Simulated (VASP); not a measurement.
A run of VASP 6.6.1:

Contents of INCAR:

```
ALGO = Normal ; EDIFF = 1E-7
EDIFFG = -0.01 ; ENCUT = 600
GGA = PS ; IBRION = 2
ISIF = 3 ; ISMEAR = -1
LASPH = True ; LCHARG = False
LREAL = False ; LWAVE = False
NELM = 80 ; NSW = 60
PREC = Accurate ; PSTRESS = 100.0
SIGMA = 0.05
```

Contents of KPOINTS:

```
k-points
0
Gamma
  10 10 6
```

The input POSCAR:

```
CuO
1.0
    3.1795331000      0.0000000000      0.0000000000
   -1.5897665500      2.7535564400      0.0000000000
    0.0000000000      0.0000000000      4.4314907300
Cu O
2 2
Direct
    0.0000000000      0.0000000000      0.0000000000
    0.0000000000      0.0000000000      0.5000000000
    0.3333333333      0.6666666667      0.2500000000
    0.6666666667      0.3333333333      0.7500000000
```

Potentials or basis: VASP PAW PBE potentials, release 64 (Cu, O).

The run is started by

```bash
$ cat potpaw_PBE.64/Cu/POTCAR potpaw_PBE.64/O/POTCAR > POTCAR
$ mpirun -np 1 vasp_std > vasp.out
```

Hardware: 1 thread of Intel(R) Xeon(R) 6975P-C (Granite Rapids), on a shared host.

Problem. How long does it take, and how much memory?

Solution. Wall time 4.1 min on 1 thread of Intel(R) Xeon(R) 6975P-C (Granite Rapids) (shared host), peak memory 0.21 GiB. Counts: scf iterations 102, k points 56, ion steps 11.
